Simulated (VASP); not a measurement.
# AlN (P6_3mc) in VASP: further runs

Runs on AlN. Level: LDA. Tasks: single point, relaxation of cell and atoms.

Program: VASP 6.6.1. These are calculated values, not measurements. Logs are shortened: lines on timing, memory, paths and dates and some standing lists are left out, and cuts for length are marked.

**Experimental background.**

“Structural and optical properties of self-assembled AlN nanowires grown on SiO2/Si substrates by molecular beam epitaxy”, 2024, arxiv:2402.00216 quotes, for a bulk crystal of AlN at 0 K: band gap 6.0343 eV (an exciton energy, a little under the gap).

The results are compared with them further down.

## 1. The cell of the first run

The structure is hexagonal, space group P6_3mc (No. 186). Conventional cell: a = 3.089 Å, b = 3.089 Å, c = 4.943 Å, α = 90.00°, β = 90.00°, γ = 120.00°. Within 2.5 Å of Al (site symmetry 3m) lie 4 N at 1.88 to 1.89 Å. Within 2.5 Å of N (site symmetry 3m) lie 4 Al at 1.88 to 1.89 Å.

## 2. Single point, LDA

The input, INCAR:

```
SYSTEM = AlN
  PREC = Accurate
  ENCUT = 520
  EDIFF = 1E-6
  ISMEAR = 0
  SIGMA = 0.02
  LREAL = .FALSE.
  LASPH = .TRUE.
  NELM = 100
  ALGO = Normal
  ISIF = 2
  LWAVE = .FALSE.
  LCHARG = .TRUE.
  LELF = .TRUE.
  LVHAR = .TRUE.
  NBANDS = 16
```

The input, KPOINTS:

```
regular mesh
0
G
  12 12 6
  0 0 0
```

The input, POSCAR:

```
AlN
1.0
    3.0887697108      0.0000000000      0.0000000000
   -1.5443848554      2.6749530360      0.0000000000
    0.0000000000      0.0000000000      4.9432751879
Al N
2 2
Direct
    0.3333333333      0.6666666667     -0.0009915366
    0.6666666667      0.3333333333      0.4990084634
    0.3333333333      0.6666666667      0.3809915366
    0.6666666667      0.3333333333      0.8809915366
```

Potentials or basis: VASP PAW LDA potentials, release 64 (Al, N).

Command:

```sh
$ cat potpaw_LDA.64/Al/POTCAR potpaw_LDA.64/N/POTCAR > POTCAR
$ mpirun -np 1 vasp_std > vasp.out
```

OUTCAR:

```text
SYSTEM = AlN
   PREC = Accurate
   ENCUT = 520
   EDIFF = 1E-6
   ISMEAR = 0
   LREAL = .FALSE.
   LASPH = .TRUE.
   NELM = 100
   ISIF = 2

 ion  position               nearest neighbor table
   1  0.333  0.667  0.999-   4 1.88   4 1.88   4 1.88   3 1.89   2 3.05   2 3.05   2 3.05   2 3.05
                             2 3.05   2 3.05
   2  0.667  0.333  0.499-   3 1.88   3 1.88   3 1.88   4 1.89   1 3.05   1 3.05   1 3.05   1 3.05
                             1 3.05   1 3.05
   3  0.333  0.667  0.381-   2 1.88   2 1.88   2 1.88   1 1.89
   4  0.667  0.333  0.881-   1 1.88   1 1.88   1 1.88   2 1.89

  LATTYP: Found a hexagonal cell.
 ALAT       =     3.0887697108
 C/A-ratio  =     1.6004026362

  Lattice vectors:

 A1 = (   3.0887697108,   0.0000000000,   0.0000000000)
 A2 = (  -1.5443848554,   2.6749530360,   0.0000000000)
 A3 = (   0.0000000000,   0.0000000000,   4.9432751879)

Analysis of symmetry for initial positions (statically):
=====================================================================
 Subroutine PRICEL returns:
 Original cell was already a primitive cell.

 Routine SETGRP: Setting up the symmetry group for a
 hexagonal supercell.

 Subroutine GETGRP returns: Found 12 space group operations
 (whereof  6 operations were pure point group operations)
 out of a pool of 24 trial point group operations.

The static configuration has the point symmetry C_3v.
 The point group associated with its full space group is C_6v.

Analysis of symmetry for dynamics (positions and initial velocities):
=====================================================================
 Subroutine PRICEL returns:
 Original cell was already a primitive cell.

 Routine SETGRP: Setting up the symmetry group for a
 hexagonal supercell.

 Subroutine GETGRP returns: Found 12 space group operations
 (whereof  6 operations were pure point group operations)
 out of a pool of 24 trial point group operations.

The dynamic configuration has the point symmetry C_3v.
 The point group associated with its full space group is C_6v.

 Subroutine INISYM returns: Found 12 space group operations
 (whereof  6 operations are pure point group operations),
 and found     1 'primitive' translations

----------------------------------------------------------------------------------------

                                     Primitive cell

  volume of cell :      40.8429

  direct lattice vectors                    reciprocal lattice vectors
     3.088769711  0.000000000  0.000000000     0.323753499  0.186919170  0.000000000
    -1.544384855  2.674953036  0.000000000     0.000000000  0.373838339  0.000000000
     0.000000000  0.000000000  4.943275188     0.000000000  0.000000000  0.202295030

  length of vectors
     3.088769711  3.088769711  4.943275188     0.373838339  0.373838339  0.202295030

  position of ions in fractional coordinates (direct lattice)
     0.333333333  0.666666667  0.999008463
     0.666666667  0.333333333  0.499008463
     0.333333333  0.666666667  0.380991537
     0.666666667  0.333333333  0.880991537

  ion indices of the primitive-cell ions
   primitive index   ion index
                 1           1
                 2           2
                 3           3
                 4           4

----------------------------------------------------------------------------------------

 KPOINTS: regular mesh

Automatic generation of k-mesh.
 Grid dimensions read from file:
 generate k-points for:   12   12    6

 Generating k-lattice:

  Cartesian coordinates                     Fractional coordinates (reciprocal lattice)
     0.026979458  0.015576597  0.000000000     0.083333333  0.000000000  0.000000000
     0.000000000  0.031153195  0.000000000     0.000000000  0.083333333  0.000000000
     0.000000000  0.000000000  0.033715838     0.000000000  0.000000000  0.166666667

  Length of vectors
     0.031153195  0.031153195  0.033715838

  Shift w.r.t. Gamma in fractional coordinates (k-lattice)
     0.000000000  0.000000000  0.000000000

 Subroutine IBZKPT returns following result:
 ===========================================

 Found     76 irreducible k-points:

 Following reciprocal coordinates:
            Coordinates               Weight
  0.000000  0.000000  0.000000      1.000000
  0.083333 -0.000000  0.000000      6.000000
  0.166667 -0.000000  0.000000      6.000000
  0.250000 -0.000000  0.000000      6.000000
  0.333333 -0.000000  0.000000      6.000000
  0.416667 -0.000000  0.000000      6.000000
[... 16 lines left out ...]
  0.250000 -0.000000  0.166667     12.000000
  0.333333 -0.000000  0.166667     12.000000
 [... further k-points ...]
   k-points           NKPTS =     76   k-points in BZ     NKDIM =     76   number of bands    NBANDS=     16
   number of dos      NEDOS =    301   number of ions     NIONS =      4
   total plane-waves  NPLWV =  23040
   dimension x,y,z NGX =    24 NGY =   24 NGZ =   40
   dimension x,y,z NGXF=    48 NGYF=   48 NGZF=   80
   ions per type =               2   2
   NGX,Y,Z   is equivalent  to a cutoff of  12.92, 12.92, 13.45 a.u.
   NGXF,Y,Z  is equivalent  to a cutoff of  25.83, 25.83, 26.90 a.u.
 SYSTEM =  AlN
   PREC   = accura    normal or accurate (medium, high low for compatibility)
   ISTART =      0    job   : 0-new  1-cont  2-samecut
   ICHARG =      2    charge: 1-file 2-atom 10-const
   ISPIN  =      1    spin polarized calculation?
   LNONCOLLINEAR =      F non collinear calculations
   LSORBIT =      F    spin-orbit coupling
   LASPH  =      T    aspherical Exc in radial PAW
   ENCUT  =  520.0 eV  38.22 Ry    6.18 a.u.   5.74  5.74  9.19*2*pi/ulx,y,z
   NELM   =    100;   NELMIN=  2; NELMDL= -5     # of ELM steps
   EDIFF  = 0.1E-05   stopping-criterion for ELM
   LREAL  =      F    real-space projection
   EDIFFG = 0.1E-04   stopping-criterion for IOM
   NSW    =      0    number of steps for IOM
   IBRION =     -1    ionic relax: 0-MD 1-quasi-New 2-CG
   NFREE  =      0    steps in history (QN), initial steepest desc. (CG)
   ISIF   =      2    stress and relaxation
   ISYM   =      2    0-nonsym 1-usesym 2-fastsym
   POTIM  = 0.5000    time-step for ionic-motion
   TEBEG  =    0.0;   TEEND  =   0.0 temperature during run
   PSTRESS=    0.0 pullay stress
   NELECT =      16.0000    total number of electrons
   NUPDOWN=      -1.0000    fix difference up-down
   EMIN   =  10.00;   EMAX   =-10.00  energy-range for DOS
   EFERMI =   0.00;   METHOD = LEGACY
   ISMEAR =     0;   SIGMA  =   0.02  broadening in eV -4-tet -1-fermi 0-gaus
   EFERMI_NEDOS =   21; number of points for ismear=-14 and -15
   IALGO  =     38    algorithm
   IMIX   =      4    mixing-type and parameters
     AMIX     =   0.40;   BMIX     =  1.00
     AMIX_MAG =   1.60;   BMIX_MAG =  1.00
  volume/ion in A,a.u.               =      10.21        68.91
  Fermi-wavevector in a.u.,A,eV,Ry     =   1.197869  2.263644 19.522866  1.434890
  Thomas-Fermi vector in A             =   2.333773
   LORBIT       =      0    0 simple, 1 ext, 2 COOP (PROOUT), +10 PAW based schemes
   GGA     = CA    functional components
   LHFCALC =     F    Hartree Fock is set to
   AEXX    =    0.0000 exact exchange contribution
   IVDW    =     0    specifies the selected vdW correction
   LEPSILON=     F    determine dielectric tensor
   LRPA    =     F    only Hartree local field effects (RPA)
 non-spin polarized calculation
 Gauss-broadening in eV      SIGMA  =   0.02
  energy-cutoff  :      520.00
  volume of cell :       40.84
 maximum number of plane-waves:      1124
 NGX is ok and might be reduce to    24
   NGX = 11   NGY = 11   NGZ = 19

 number of electron      15.9999997 magnetization

 Free energy of the ion-electron system (eV)
  ---------------------------------------------------
  ext. energy  EPLUGINS =         0.00000000
  ---------------------------------------------------
  free energy    TOTEN  =       -32.84105675 eV

  energy without entropy =      -32.84105675  energy(sigma->0) =      -32.84105675

 E-fermi :   6.2846     XC(G=0): -11.3432

 val. band max:        6.1148713069   @ k =   0.0000   0.0000   0.0000
 cond. band min:      10.5380349604   @ k =   0.0000   0.0000   0.0000
 fundamental gap:      4.4231636535
 Fermi energy:         6.2846128131

 k-point     1 :       0.0000    0.0000    0.0000
  band No.  band energies     occupation
      1      -9.0585      2.00000
      2      -6.7645      2.00000
      3      -0.0395      2.00000
      4       5.2247      2.00000
      5       5.2247      2.00000
      6       5.8863      2.00000
[... 8 lines left out ...]
     15      19.2376      0.00000
     16      19.2376      0.00000

 k-point     2 :       0.0833   -0.0000    0.0000
  band No.  band energies     occupation
      1      -8.9656      2.00000
      2      -6.7109      2.00000
      3       0.0682      2.00000
      4       4.8032      2.00000
      5       5.1035      2.00000
      6       5.4807      2.00000
[... 8 lines left out ...]
     15      19.2861      0.00000
     16      19.3076      0.00000

 k-point     3 :       0.1667   -0.0000    0.0000
  band No.  band energies     occupation
      1      -8.6947      2.00000
      2      -6.5639      2.00000
      3       0.3858      2.00000
      4       3.7770      2.00000
      5       4.6040      2.00000
      6       4.8204      2.00000
[... 8 lines left out ...]
     15      18.4791      0.00000
     16      18.8676      0.00000

 k-point     4 :       0.2500   -0.0000    0.0000
  band No.  band energies     occupation
      1      -8.2708      2.00000
      2      -6.3685      2.00000
      3       0.8949      2.00000
      4       2.5765      2.00000
      5       3.6239      2.00000
      6       4.4967      2.00000
[... 8 lines left out ...]
     15      18.2511      0.00000
     16      19.3707      0.00000

 k-point     5 :       0.3333   -0.0000    0.0000
  band No.  band energies     occupation
      1      -7.7467      2.00000
      2      -6.2058      2.00000
      3       1.5065      2.00000
      4       1.5579      2.00000
      5       2.7368      2.00000
      6       4.2163      2.00000
[... 8 lines left out ...]
     15      18.2428      0.00000
     16      20.5023      0.00000

 k-point     6 :       0.4167   -0.0000    0.0000
  band No.  band energies     occupation
      1      -7.2285      2.00000
      2      -6.1695      2.00000
      3       0.7838      2.00000
      4       2.0860      2.00000
      5       2.2802      2.00000
      6       4.0302      2.00000
[... 8 lines left out ...]
     15      18.6642      0.00000
     16      21.3273      0.00000
[... 267 lines left out ...]
 k-point    21 :       0.0833   -0.0000    0.1667
  band No.  band energies     occupation
      1      -8.8553      2.00000
      2      -6.9330      2.00000
      3       0.4469      2.00000
      4       4.8517      2.00000
      5       5.1512      2.00000
      6       5.1632      2.00000
[... 8 lines left out ...]
     15      18.8147      0.00000
     16      18.9585      0.00000

 k-point    22 :       0.1667   -0.0000    0.1667
  band No.  band energies     occupation
      1      -8.5881      2.00000
      2      -6.7671      2.00000
      3       0.7081      2.00000
      4       3.8510      2.00000
      5       4.3668      2.00000
      6       4.8789      2.00000
[... 8 lines left out ...]
     15      18.6317      0.00000
     16      19.0095      0.00000

 k-point    23 :       0.2500   -0.0000    0.1667
  band No.  band energies     occupation
      1      -8.1714      2.00000
      2      -6.5387      2.00000
      3       1.0585      2.00000
      4       2.7513      2.00000
      5       3.4317      2.00000
      6       4.5646      2.00000
[... 8 lines left out ...]
     15      18.5122      0.00000
     16      19.4404      0.00000

 k-point    24 :       0.3333   -0.0000    0.1667
  band No.  band energies     occupation
      1      -7.6593      2.00000
      2      -6.3288      2.00000
      3       1.0816      2.00000
      4       2.0973      2.00000
      5       2.6960      2.00000
      6       4.2906      2.00000
[... 8 lines left out ...]
     15      18.5794      0.00000
     16      20.4088      0.00000

 [... further k-points ...]
[... 5 lines left out ...]
  --------------------------------------------------------------------------------------
  -------------------------------------------------------------------------------------
  Total        0.1562169      0.1562169      0.1518191      0.0000000      0.0000000      0.0000000
  in kB        6.1280488      6.1280488      5.9555304      0.0000000      0.0000000      0.0000000
  external PRESSURE =       6.0705427 kB  Pullay stress =       0.0000000 kB

 VOLUME and BASIS-vectors are now :
 -----------------------------------------------------------------------------
  energy-cutoff  :      520.00
  volume of cell :       40.84
      direct lattice vectors                 reciprocal lattice vectors
     3.088769711  0.000000000  0.000000000     0.323753499  0.186919170  0.000000000
    -1.544384855  2.674953036  0.000000000     0.000000000  0.373838339  0.000000000
     0.000000000  0.000000000  4.943275188     0.000000000  0.000000000  0.202295030

 POSITION                                       TOTAL-FORCE (eV/Angst)
 -----------------------------------------------------------------------------------
     -0.00000      1.78330      4.93837        -0.000000      0.000000     -0.000568
      1.54438      0.89165      2.46674         0.000000     -0.000000     -0.000568
     -0.00000      1.78330      1.88335         0.000000      0.000000      0.000568
      1.54438      0.89165      4.35498         0.000000     -0.000000      0.000568
 -----------------------------------------------------------------------------------
    total drift:                               -0.000000      0.000000     -0.000711

  FREE ENERGIE OF THE ION-ELECTRON SYSTEM (eV)
  ---------------------------------------------------
  free  energy   TOTEN  =       -32.8410567511 eV

  energy  without entropy=      -32.8410567511  energy(sigma->0) =      -32.84105675
```

Wall time 26 s (1 thread of Intel Xeon Platinum 8259CL at 2.50GHz (Skylake/Cascade Lake), shared host); peak memory 0.16 GiB.

Results:

* Free energy: -32.8411 eV
* Pressure: 0.6 GPa
* Band gap on the k mesh: 4.42 eV

## 3. Relaxation of cell and atoms, LDA

This run uses another cell than the first one, of 10.45 Å³/atom.

The input, INCAR:

```
  ALGO = Normal
  EDIFF = 1E-6
  EDIFFG = -0.005
  ENCUT = 600
  GGA = CA
  IBRION = 2
  ISIF = 3
  ISMEAR = 0
  LASPH = T
  LCHARG = F
  LREAL = F
  LWAVE = F
  NELM = 80
  NSW = 100
  PREC = Accurate
  SIGMA = 0.02
```

The input, KPOINTS:

```
k-points
0
Gamma
  12 12 6
```

The input, POSCAR:

```
AlN
1.0
    3.1130000000      0.0000000000      0.0000000000
   -1.5565000000      2.6959370820      0.0000000000
    0.0000000000      0.0000000000      4.9810000000
Al N
2 2
Direct
    0.3333333333      0.6666666667      0.0000000000
    0.6666666667      0.3333333333      0.5000000000
    0.3333333333      0.6666666667      0.3800000000
    0.6666666667      0.3333333333      0.8800000000
```

Potentials or basis: VASP PAW LDA potentials, release 64 (Al, N).

Command:

```sh
$ cat potpaw_LDA.64/Al/POTCAR potpaw_LDA.64/N/POTCAR > POTCAR
$ mpirun -np 1 vasp_std > vasp.out
```

Run time: 2.5 min. Hardware: 1 thread of Intel Xeon Platinum 8259CL at 2.50GHz (Skylake/Cascade Lake), shared host; peak memory 0.18 GiB.

It converged, with:

```yaml
Free_energy: -32.8435 eV
Relaxed_volume: 10.24 Å³/atom
Relaxed_cell: a = 3.091 Å, b = 3.091 Å, c = 4.948 Å, α = 90.00°, β = 90.00°, γ = 120.00°
Space_group_after_relaxing_to_0.1_Å: P6_3mc (No. 186)
Energy_gained_by_relaxing: 3.2 meV/atom
Ionic_steps: 8
Pressure_after_relaxing: 0.0 GPa
Band_gap_on_the_k_mesh: 4.40 eV
```

The path:
```tsv
step	energy change (eV)	largest force (eV/Å)	pressure (GPa)	volume (Å³)
1	0.0000	0.1194	-4.21	41.80
2	-0.0009	0.0854	4.30	40.16
3	-0.0124	0.0200	-0.04	40.96
4	-0.0124	0.0180	0.06	40.94
5	-0.0126	0.0112	0.08	40.93
6	-0.0126	0.0047	0.09	40.93
7	-0.0126	0.0053	-0.09	40.96
8	-0.0126	0.0003	0.00	40.95
```

Final structure:
```
CELL_PARAMETERS angstrom
3.09126 0.00000 0.00000
-1.54563 2.67711 0.00000
0.00000 0.00000 4.94767
ATOMIC_POSITIONS crystal
Al 0.33333 0.66667 0.99902
Al 0.66667 0.33333 0.49902
N 0.33333 0.66667 0.38098
N 0.66667 0.33333 0.88098
```

Levels at points of the mesh, in eV from the valence-band top:
```tsv
k point	band 6	band 7	band 8	band 9	band 10	band 11
(0.00, 0.00, 0.00)	-0.23	-0.23	0.00	4.40	6.71	10.64
(0.50, 0.00, 0.00)	-2.14	-1.84	-0.71	5.72	5.72	8.25
(0.00, 0.00, 0.50)	-0.57	-0.57	-0.57	6.59	6.59	10.30
(0.50, 0.00, 0.50)	-1.51	-1.40	-1.40	5.25	5.25	9.19
```

## 4. Comparison with measurements

Step 2. Against the measured gap of AlN, 6.0343 eV (an exciton energy, a little under the gap; 0 K; quoted in “Structural and optical properties of self-assembled AlN nanowires grown on SiO2/Si substrates by molecular beam epitaxy”, 2024, arxiv:2402.00216), the calculated 4.42 eV is off by -1.61 eV. 2 values of this kind are on record (6.034 to 6.0343 eV); this one was drawn at random. The value is that of LDA on a finite k mesh, which can miss the band edges, without temperature or zero-point motion. Semilocal functionals fall short of measured gaps as a rule.
